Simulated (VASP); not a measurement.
Set up this calculation in VASP 6.6.1, as the native input.

```yaml
Task: single point
Functional: RPBE
Potentials_or_basis: VASP PAW PBE potentials, release 64 (Zn, S)
Cutoff: 520 eV
k_mesh: 8 × 8 × 5
Occupations: fermi-dirac, width 0.05 eV
Spin: no spin polarisation
Dipole_correction: no
Further_INCAR_settings: ALGO = Normal; EDIFF = 1e-07; NBANDS = 26
```

The structure of ZnS lies in POSCAR:

```
ZnS
1.0
    3.7854220481      0.0000000000      0.0000000000
   -1.8927110241      3.2782716577      0.0000000000
    0.0000000000      0.0000000000      6.1921598132
Zn S
2 2
Direct
    0.6666666667      0.3333333333      0.5000000000
    0.3333333333      0.6666666667      0.0000000000
    0.6666666667      0.3333333333      0.8850000000
    0.3333333333      0.6666666667      0.3850000000
```

These files were run (other wordings do the same):

INCAR

```
ALGO = Normal
EDIFF = 1E-7
ENCUT = 520
GGA = RP
ISIF = 2
ISMEAR = -1
LASPH = True
LCHARG = True
LELF = True
LREAL = False
LVHAR = True
LWAVE = False
NBANDS = 26
NELM = 80
PREC = Accurate
SIGMA = 0.05
```

KPOINTS

```
k-points
0
Gamma
  8 8 5
```

Potentials or basis: VASP PAW PBE potentials, release 64 (Zn, S).

Command:

```sh
$ cat potpaw_PBE.64/Zn/POTCAR potpaw_PBE.64/S/POTCAR > POTCAR
$ mpirun -np 1 vasp_std > vasp.out
```

It gave:

- Pressure: 6.8 GPa
- Largest force: 0.354 eV/Å
- Band gap on the k mesh: 2.52 eV

Caveat: the cell stands under pressure; the PAW data sets were made with another functional, which shifts forces and pressure a little.

Run time: 2.4 min on 1 thread of AMD EPYC 7R13, with other jobs on the host, peak memory 0.18 GiB.
